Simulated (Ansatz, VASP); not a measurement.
**Li3TeI in VASP and in Ansatz**

```xyz
5
Lattice="5.9200 0.0000 0.0000 0.0000 5.9200 0.0000 0.0000 0.0000 5.9200" Properties=species:S:1:pos:R:3 pbc="T T T"
Te    0.0000    0.0000    0.0000
I     2.9600    2.9600    2.9600
Li    2.9600    2.9600    0.0000
Li    2.9600    0.0000    2.9600
Li    0.0000    2.9600    2.9600
```

Alike in both runs: task single point; functional PBE; dispersion D3(BJ); k mesh 4 × 4 × 4; occupations gaussian, width 0.05 eV; no spin polarisation.

|  | VASP | Ansatz |
| --- | --- | --- |
| version | VASP 6.6.1 | Ansatz 0.2.0 |
| potentials or method | VASP PAW PBE potentials, release 64 (Te, I, Li_sv), cutoff 520 eV | scalar-relativistic, plane waves, PAW |
| valence electrons in the cell | 22 | 42 |

```csv
,VASP,Ansatz,Ansatz less VASP
gap on the k mesh at the Fermi level (eV),0.67,0.67,-0.004
least direct gap on the mesh (eV),0.79,0.78,-0.004
```

VASP's potentials hold 22 valence electrons a cell and Ansatz's 42, so a difference there can come from the potentials and not from the codes.

Neither program's run includes spin-orbit coupling. Noted on VASP's run: the cutoff is short for stress, so the pressure is rough.
